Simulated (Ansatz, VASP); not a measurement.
# Two plane-wave programs on Rh

```
Rh
1.0
     0.00000    1.90155    1.90155
     1.90155    0.00000    1.90155
     1.90155    1.90155    0.00000
Rh
1
Cartesian
  0.0000 0.0000 0.0000
```

Alike in both runs: task single point; functional PBE; dispersion D3(BJ); k mesh 8 × 8 × 8; occupations gaussian, width 0.1 eV; no spin polarisation.

```csv
,VASP,Ansatz
version,VASP 6.6.1,Ansatz 0.2.0
potentials or method,"VASP PAW PBE potentials, release 64 (Rh_pv), cutoff 500 eV","scalar-relativistic, plane waves, PAW"
valence electrons in the cell,15,17
```

VASP gave:

- gap on the k mesh at the Fermi level (eV): none
- pressure (GPa): -1.2

Problem. Which values does Ansatz return?

Solution. gap on the k mesh at the Fermi level (eV): none; pressure (GPa): -1.3.

A gap of «none» marks a metal or a gap that the smearing closes. VASP's potentials hold 15 valence electrons a cell and Ansatz's 17, so a difference there can come from the potentials and not from the codes.
